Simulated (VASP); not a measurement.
# Ir (Fd-3m) in VASP: notebook, part 2 of 2

VASP 6.6.1. Earlier steps stand in the parts before.

### 5 Relaxation of cell and atoms, PBEsol

This run uses another cell than the first one, of 19.10 Å³/atom, 0.879 times its volume.

The input, INCAR:

```
PREC     = Accurate       # precision mode
ENCUT    = 600            # plane-wave cutoff, eV
EDIFF    = 1E-7           # SCF threshold, eV
ISMEAR   = -1             # smearing method
SIGMA    = 0.1            # smearing width, eV
LREAL    = F              # projectors in reciprocal space
LASPH    = T              # aspherical terms in the spheres
NELM     = 80             # most SCF steps
ALGO     = Normal         # electronic algorithm
ISIF     = 3              # what is computed and relaxed
LWAVE    = F              # write WAVECAR
LCHARG   = F              # write CHGCAR
GGA      = PS             # functional
IBRION   = 2              # ionic algorithm
NSW      = 80             # ionic steps
EDIFFG   = -0.01          # ionic threshold
```

The input, KPOINTS:

```
Automatic mesh
0
Gamma
  10 10 10
```

The input, POSCAR:

```
Ir
1.0
    0.0000000000      2.6731374252      2.6731374252
    2.6731374252      0.0000000000      2.6731374252
    2.6731374252      2.6731374252      0.0000000000
Ir
2
Direct
    0.1250000000      0.1250000000      0.1250000000
    0.8750000000      0.8750000000      0.8750000000
```

Potentials or basis: VASP PAW PBE potentials, release 64 (Ir).

Run with:

```console
cat potpaw_PBE.64/Ir/POTCAR > POTCAR
mpirun -np 1 vasp_std > vasp.out
```

OUTCAR:

```text
PREC = Accurate
   ENCUT = 600
   EDIFF = 1E-7
   ISMEAR = -1
   LREAL = F
   LASPH = T
   NELM = 80
   ISIF = 3
   GGA = PS
   IBRION = 2
   NSW = 80
   EDIFFG = -0.01

 ion  position               nearest neighbor table
   1  0.125  0.125  0.125-   2 2.32   2 2.32   2 2.32   2 2.32
   2  0.875  0.875  0.875-   1 2.32   1 2.32   1 2.32   1 2.32

  LATTYP: Found a face centered cubic cell.
 ALAT       =     5.3462748504

  Lattice vectors:

 A1 = (   0.0000000000,   2.6731374252,   2.6731374252)
 A2 = (   2.6731374252,   0.0000000000,   2.6731374252)
 A3 = (   2.6731374252,   2.6731374252,   0.0000000000)

Analysis of symmetry for initial positions (statically):
=====================================================================
 Subroutine PRICEL returns:
 Original cell was already a primitive cell.

 Routine SETGRP: Setting up the symmetry group for a
 face centered cubic supercell.

 Subroutine GETGRP returns: Found 48 space group operations
 (whereof 12 operations were pure point group operations)
 out of a pool of 48 trial point group operations.

The static configuration has the point symmetry D_3d.
 The point group associated with its full space group is O_h .

Analysis of symmetry for dynamics (positions and initial velocities):
=====================================================================
 Subroutine PRICEL returns:
 Original cell was already a primitive cell.

 Routine SETGRP: Setting up the symmetry group for a
 face centered cubic supercell.

 Subroutine GETGRP returns: Found 48 space group operations
 (whereof 12 operations were pure point group operations)
 out of a pool of 48 trial point group operations.

The dynamic configuration has the point symmetry D_3d.
 The point group associated with its full space group is O_h .

 Subroutine INISYM returns: Found 48 space group operations
[... 141 lines left out ...]
  ext. energy  EPLUGINS =         0.00000000
  ---------------------------------------------------
  free energy    TOTEN  =       -17.06160727 eV

  energy without entropy =      -17.00228045  energy(sigma->0) =      -17.03194386

------------------------ aborting loop because EDIFF is reached ----------------------------------------

  FORCE on cell =-STRESS in cart. coord.  units (eV):
  Direction    XX          YY          ZZ          XY          YZ          ZX
  --------------------------------------------------------------------------------------
  -------------------------------------------------------------------------------------
  Total        5.2331202      5.2331202      5.2331202      0.0000000      0.0000000     -0.0000000
  in kB      219.4711510    219.4711510    219.4711510      0.0000000      0.0000000     -0.0000000
  external PRESSURE =     219.4711510 kB  Pullay stress =       0.0000000 kB
[... 23 lines left out ...]
--------------------------------------- Ionic step        2  -------------------------------------------

 number of electron      17.9999999 magnetization

 E-fermi :   2.5185     XC(G=0): -10.1224

 val. band max:        2.5172305773   @ k =   0.2000   0.2000   0.0000
 cond. band min:       2.5336763432   @ k =   0.4000   0.1000   0.0000
 fundamental gap:      0.0164457659
 Fermi energy:         2.5184513312

 k-point     1 :       0.0000    0.0000    0.0000
  band No.  band energies     occupation
      1      -3.8759      2.00000
      2      -1.0530      2.00000
      3      -1.0530      2.00000
      4      -0.9560      2.00000
      5      -0.9560      2.00000
      6      -0.9560      2.00000
      7       1.2721      1.99999
      8       1.2721      1.99999
      9       1.2721      1.99999
     10       2.9592      0.02408
     11       2.9592      0.02408
     12      12.1038      0.00000
     13      12.3934      0.00000
[... 433 lines left out ...]
  FREE ENERGIE OF THE ION-ELECTRON SYSTEM (eV)
  ---------------------------------------------------
  free  energy   TOTEN  =       -17.2808119987 eV

  energy  without entropy=      -17.2117736767  energy(sigma->0) =      -17.24629284

[... ionic steps 4 to 14 ...]

--------------------------------------- Ionic step       15  -------------------------------------------

 number of electron      17.9999998 magnetization

------------------------ aborting loop because EDIFF is reached ----------------------------------------
[... 67 lines left out ...]
--------------------------------------- Ionic step       17  -------------------------------------------

 number of electron      17.9999998 magnetization

 Free energy of the ion-electron system (eV)
  ---------------------------------------------------
  ext. energy  EPLUGINS =         0.00000000
  ---------------------------------------------------
  free energy    TOTEN  =       -17.28338567 eV

  energy without entropy =      -17.21540758  energy(sigma->0) =      -17.24939662

 E-fermi :   5.4138     XC(G=0): -11.5079

 val. band max:        5.4134548297   @ k =  -0.4000   0.3000   0.1000
 cond. band min:       5.4271271789   @ k =   0.5000   0.2000   0.1000
 fundamental gap:      0.0136723492
 Fermi energy:         5.4138264191

 k-point     1 :       0.0000    0.0000    0.0000
  band No.  band energies     occupation
      1      -2.8563      2.00000
      2       0.1526      2.00000
      3       0.1526      2.00000
      4       0.5845      2.00000
      5       0.5845      2.00000
      6       0.5845      2.00000
      7       3.5952      2.00000
      8       3.5952      2.00000
      9       3.5952      2.00000
     10       6.2875      0.00032
     11       6.2875      0.00032
     12      16.3200      0.00000
     13      16.3902      0.00000
[... 397 lines left out ...]
  FREE ENERGIE OF THE ION-ELECTRON SYSTEM (eV)
  ---------------------------------------------------
  free  energy   TOTEN  =       -17.2833856693 eV

  energy  without entropy=      -17.2154075798  energy(sigma->0) =      -17.24939662

 reached required accuracy - stopping structural energy minimisation
```

OSZICAR:

```text
N       E                     dE             d eps       ncg     rms          rms(c)
DAV:   1     0.154971775800E+03    0.15497E+03   -0.90067E+03  1222   0.148E+03
DAV:   2    -0.959277669253E+01   -0.16456E+03   -0.15024E+03  1232   0.361E+02
DAV:   3    -0.178948798263E+02   -0.83021E+01   -0.79164E+01  1550   0.862E+01
DAV:   4    -0.180650188781E+02   -0.17014E+00   -0.16952E+00  1380   0.130E+01
[... 97 lines left out ...]
DAV:   3    -0.172833846430E+02    0.19232E-07   -0.58971E-08   611   0.175E-03
  16 F= -.17283385E+02 E0= -.17249398E+02  d E =-.114997E-05
       N       E                     dE             d eps       ncg     rms          rms(c)
DAV:   1    -0.172833861443E+02   -0.14820E-05   -0.11216E-05  1237   0.494E-02    0.439E-03
DAV:   2    -0.172833857170E+02    0.42724E-06   -0.10850E-06  1237   0.129E-02    0.131E-03
DAV:   3    -0.172833856693E+02    0.47735E-07   -0.66012E-08   611   0.293E-03
  17 F= -.17283386E+02 E0= -.17249397E+02  d E =-.217624E-05
```

Wall time 86 s (1 thread of AMD EPYC 9R45 (Zen 5), shared host); peak memory 0.16 GiB.

Results:

```yaml
Free_energy: -17.2834 eV
Relaxed_volume: 20.86 Å³/atom
Relaxed_cell: a = 3.893 Å, b = 3.893 Å, c = 3.893 Å, α = 60.00°, β = 60.00°, γ = 60.00°
Space_group_after_relaxing_to_0.05_Å: Fd-3m (No. 227)
Energy_gained_by_relaxing: 110.9 meV/atom
Ionic_steps: 17
Pressure_after_relaxing: 0.1 GPa
Band_gap_on_the_k_mesh: zero (band 9 reaches 6.45 eV, above the bottom of band 10 at 4.76 eV)
```

The path:
```
step  energy change (eV)  largest force (eV/Å)  pressure (GPa)  volume (Å³)
   1              0.0000                0.0000           21.95        38.20
   2              1.2390                0.0000          -27.66        54.57
   3             -0.2192                0.0000           -1.96        42.14
   4             -0.2217                0.0000           -0.25        41.78
   5             -0.2218                0.0000            0.10        41.71
   6             -0.2218                0.0000            0.10        41.71
   7             -0.2218                0.0000            0.10        41.71
   8             -0.2218                0.0000            0.09        41.71
   9             -0.2218                0.0000            0.09        41.71
  10             -0.2218                0.0000            0.09        41.71
  11             -0.2218                0.0000            0.09        41.71
  12             -0.2218                0.0000            0.09        41.71
  13             -0.2218                0.0000            0.09        41.71
  14             -0.2218                0.0000            0.09        41.71
  15             -0.2218                0.0000            0.09        41.71
  16             -0.2218                0.0000            0.08        41.71
  17             -0.2218                0.0000            0.07        41.71
```

Final structure:
```cif
data_structure
_symmetry_space_group_name_H-M 'P 1'
_symmetry_Int_Tables_number 1
_cell_length_a 3.8928
_cell_length_b 3.8928
_cell_length_c 3.8928
_cell_angle_alpha 60.000
_cell_angle_beta 60.000
_cell_angle_gamma 60.000
_cell_volume 41.71
loop_
_atom_site_label
_atom_site_type_symbol
_atom_site_fract_x
_atom_site_fract_y
_atom_site_fract_z
_atom_site_occupancy
Ir1 Ir 0.12500 0.12500 0.12500 1
Ir2 Ir 0.87500 0.87500 0.87500 1
```

Levels at points of the mesh, in eV from the Fermi level:
```csv
k point,band 5,band 6,band 7,band 8,band 9,band 10,band 11,band 12,band 13
"(0.00, 0.00, 0.00)",-4.83,-4.83,-1.82,-1.82,-1.82,0.87,0.87,10.91,10.98
"(0.50, 0.00, 0.00)",-4.88,-4.88,-2.10,-1.02,-1.02,0.28,0.28,1.50,8.92
"(0.50, 0.50, 0.00)",-3.79,-3.79,-2.56,-2.56,0.62,0.62,2.02,2.02,3.73
```

Caveat: the PAW data sets were made with another functional, which shifts forces and pressure a little; spin-orbit coupling is left out, which moves the levels of the heavy elements.

### 6 Single point, PBEsol

This run uses another cell than the first one, of 20.89 Å³/atom, 0.962 times its volume.

The input, INCAR:

```
SYSTEM = Ir
  ALGO = Normal
  EDIFF = 1E-7
  ENCUT = 520
  GGA = PS
  ISIF = 2
  ISMEAR = -1
  LASPH = .True.
  LCHARG = .True.
  LELF = .True.
  LREAL = .False.
  LVHAR = .True.
  LWAVE = .False.
  NBANDS = 16
  NELM = 80
  PREC = Accurate
  SIGMA = 0.1
```

The input, KPOINTS:

```
k-points
0
Gamma
  16 16 16
  0 0 0
```

The input, POSCAR:

```
Ir
1.0
    0.0000000000      2.7541742068      2.7541742068
    2.7541742068      0.0000000000      2.7541742068
    2.7541742068      2.7541742068      0.0000000000
Ir
2
Direct
    0.1250000000      0.1250000000      0.1250000000
    0.8750000000      0.8750000000      0.8750000000
```

Potentials or basis: VASP PAW PBE potentials, release 64 (Ir).

Run with:

```console
cat potpaw_PBE.64/Ir/POTCAR > POTCAR
mpirun -np 1 vasp_std > vasp.out
```

OUTCAR:

```text
SYSTEM = Ir
   EDIFF = 1E-7
   ENCUT = 520
   GGA = PS
   ISIF = 2
   ISMEAR = -1
   LASPH = .True.
   LREAL = .False.
   NELM = 80
   PREC = Accurate

 ion  position               nearest neighbor table
   1  0.125  0.125  0.125-   2 2.39   2 2.39   2 2.39   2 2.39
   2  0.875  0.875  0.875-   1 2.39   1 2.39   1 2.39   1 2.39

  LATTYP: Found a face centered cubic cell.
 ALAT       =     5.5083484136

  Lattice vectors:

 A1 = (   0.0000000000,   2.7541742068,   2.7541742068)
 A2 = (   2.7541742068,   0.0000000000,   2.7541742068)
 A3 = (   2.7541742068,   2.7541742068,   0.0000000000)

Analysis of symmetry for initial positions (statically):
=====================================================================
 Subroutine PRICEL returns:
 Original cell was already a primitive cell.

 Routine SETGRP: Setting up the symmetry group for a
 face centered cubic supercell.

 Subroutine GETGRP returns: Found 48 space group operations
 (whereof 12 operations were pure point group operations)
 out of a pool of 48 trial point group operations.

The static configuration has the point symmetry D_3d.
 The point group associated with its full space group is O_h .

[... 161 lines left out ...]
 E-fermi :   5.3875     XC(G=0): -11.4995

 val. band max:        5.3813816404   @ k =  -0.1875   0.1875   0.0000
 cond. band min:       5.3972417232   @ k =   0.4375   0.1875   0.0000
 fundamental gap:      0.0158600828
 Fermi energy:         5.3875038205

 k-point     1 :       0.0000    0.0000    0.0000
  band No.  band energies     occupation
      1      -2.8652      2.00000
      2       0.1412      2.00000
      3       0.1412      2.00000
      4       0.5697      2.00000
      5       0.5697      2.00000
      6       0.5697      2.00000
[... 433 lines left out ...]
      3       0.1099      2.00000
      4       0.5608      2.00000
      5       0.6604      2.00000
      6       0.8364      2.00000
[... 8 lines left out ...]
     15      17.2037      0.00000
     16      17.9998      0.00000

 [... further k-points ...]

------------------------ aborting loop because EDIFF is reached ----------------------------------------

  FORCE on cell =-STRESS in cart. coord.  units (eV):
  Direction    XX          YY          ZZ          XY          YZ          ZX
  --------------------------------------------------------------------------------------
  -------------------------------------------------------------------------------------
  Total       -0.0951366     -0.0951366     -0.0951366      0.0000000      0.0000000      0.0000000
  in kB       -3.6479913     -3.6479913     -3.6479913      0.0000000      0.0000000      0.0000000
  external PRESSURE =      -3.6479913 kB  Pullay stress =       0.0000000 kB

 VOLUME and BASIS-vectors are now :
 -----------------------------------------------------------------------------
  energy-cutoff  :      520.00
  volume of cell :       41.78
      direct lattice vectors                 reciprocal lattice vectors
     0.000000000  2.754174207  2.754174207    -0.181542619  0.181542619  0.181542619
     2.754174207  0.000000000  2.754174207     0.181542619 -0.181542619  0.181542619
     2.754174207  2.754174207  0.000000000     0.181542619  0.181542619 -0.181542619

 POSITION                                       TOTAL-FORCE (eV/Angst)
 -----------------------------------------------------------------------------------
      0.68854      0.68854      0.68854         0.000000      0.000000      0.000000
      4.81980      4.81980      4.81980        -0.000000     -0.000000     -0.000000
 -----------------------------------------------------------------------------------
    total drift:                               -0.000000      0.000000      0.000000

  FREE ENERGIE OF THE ION-ELECTRON SYSTEM (eV)
  ---------------------------------------------------
  free  energy   TOTEN  =       -17.2841798428 eV

  energy  without entropy=      -17.2180310429  energy(sigma->0) =      -17.25110544
```

OSZICAR:

```text
N       E                     dE             d eps       ncg     rms          rms(c)
DAV:   1     0.132127702779E+03    0.13213E+03   -0.80613E+03  4640   0.106E+03
DAV:   2    -0.139622458366E+02   -0.14609E+03   -0.12872E+03  4664   0.281E+02
DAV:   3    -0.183331439050E+02   -0.43709E+01   -0.43135E+01  6088   0.574E+01
DAV:   4    -0.183780432761E+02   -0.44899E-01   -0.44891E-01  5272   0.537E+00
DAV:   5    -0.183792014605E+02   -0.11582E-02   -0.11582E-02  6400   0.877E-01    0.159E+01
DAV:   6    -0.174246697869E+02    0.95453E+00   -0.17263E+00  6232   0.148E+01    0.603E+00
DAV:   7    -0.173042472589E+02    0.12042E+00   -0.20224E-01  6704   0.437E+00    0.217E+00
DAV:   8    -0.172842688383E+02    0.19978E-01   -0.19796E-02  5256   0.115E+00    0.222E-01
DAV:   9    -0.172841572369E+02    0.11160E-03   -0.68496E-04  5640   0.200E-01    0.501E-02
DAV:  10    -0.172841803687E+02   -0.23132E-04   -0.35037E-05  6008   0.489E-02    0.483E-03
DAV:  11    -0.172841799791E+02    0.38963E-06   -0.22441E-06  6288   0.150E-02    0.378E-03
DAV:  12    -0.172841798036E+02    0.17551E-06   -0.73988E-08  4040   0.236E-03    0.319E-04
DAV:  13    -0.172841798428E+02   -0.39199E-07   -0.91617E-09  3264   0.910E-04
   1 F= -.17284180E+02 E0= -.17251105E+02  d E =-.661488E-01
```

Wall time 50 s (1 thread of AMD EPYC 9R45 (Zen 5), shared host); peak memory 0.2 GiB.

What came out:

- Free energy: -17.2842 eV
- Pressure: -0.4 GPa
- Band gap on the k mesh: zero (band 9 reaches 6.51 eV, above the bottom of band 10 at 4.76 eV)

Caveat: the PAW data sets were made with another functional, which shifts forces and pressure a little; spin-orbit coupling is left out, which moves the levels of the heavy elements.

### 7 Summary

```tsv
task	cell	k mesh	cutoff (eV)	gap on the mesh (eV)	pressure (GPa)
single point	a = 3.946 Å, angles 60.0°, 2 atoms	11 × 11 × 11	520	none	-7.6
single point	a = 3.996 Å, angles 60.0°, 2 atoms	11 × 11 × 11	520	none	-13.2
single point	a = 4.045 Å, angles 60.0°, 2 atoms	11 × 11 × 11	520	none	-17.6
relaxation of cell and atoms	relaxed from a = 3.780 Å, angles 60.0°, 2 atoms	10 × 10 × 10	600	none	0.1
single point	a = 3.895 Å, angles 60.0°, 2 atoms	16 × 16 × 16	520	none	-0.4
```

Alike in all rows: level PBEsol; potentials or basis VASP PAW PBE potentials, release 64 (Ir); no spin polarisation; smearing fermi-dirac 0.1 eV.

Caveats: the PAW data sets were made with another functional, which shifts forces and pressure a little; spin-orbit coupling is left out, which moves the levels of the heavy elements.

Total energies depend on the potentials used, so only differences within one code and one set of settings carry meaning.
